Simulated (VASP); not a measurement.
Co: single point with RPBE

Co:

```
Co
1.0
     2.55167    0.00000    0.00000
    -1.27584    2.20981    0.00000
     0.00000    0.00000    8.27921
Co
4
Cartesian
  0.0000 0.0000 0.0000
  0.0000 0.0000 4.1396
  0.0000 1.4732 2.0698
  1.2758 0.7366 6.2094
```

This cell differs from its parent crystal: volume scaled by 1.04.

```json
{
  "Program": "VASP 6.6.1",
  "Task": "single point",
  "Functional": "RPBE",
  "Potentials or basis": "VASP PAW PBE potentials, release 64 (Co)",
  "Cutoff": "520 eV",
  "k mesh": "16 × 16 × 5",
  "Occupations": "fermi-dirac, width 0.05 eV",
  "Spin": "collinear spin, ferromagnetic start",
  "Starting moments": "[1.748, 1.748, 1.764, 1.764] μB"
}
```

```yaml
Pressure: -7.3 GPa
Net_moment: 6.79 μB per cell
Site_moments: Co +1.73, +1.74 μB
Valence_electrons_inside_the_program's_atomic_spheres: Co 8.14
```

Stress tensor (GPa, compression positive):
```
-7.18  0.00  0.00
 0.00 -7.18  0.00
 0.00  0.00 -7.59
```

Levels at points of the mesh, in eV from the Fermi level:
Spin up:
```tsv
k point	band 19	band 20	band 21	band 22	band 23	band 24	band 25	band 26
(0.00, 0.00, 0.00)	-1.64	-1.35	-1.35	-1.00	-1.00	-0.13	5.61	14.06
(0.50, 0.00, 0.00)	-0.78	-0.76	0.24	1.30	2.12	2.74	6.27	6.29
```
Spin down:
| k point | band 12 | band 13 | band 14 | band 15 | band 16 | band 17 |
| --- | --- | --- | --- | --- | --- | --- |
| (0.00, 0.00, 0.00) | -0.71 | -0.71 | -0.69 | -0.69 | -0.27 | 0.10 |
| (0.50, 0.00, 0.00) | -0.06 | -0.02 | 0.43 | 1.08 | 1.12 | 1.13 |

It took 2.9 min on 1 thread of Intel(R) Xeon(R) Platinum 8488C (Sapphire Rapids) (shared host), peak memory 0.29 GiB.

Caveat: the PAW data sets were made with another functional, which shifts forces and pressure a little.
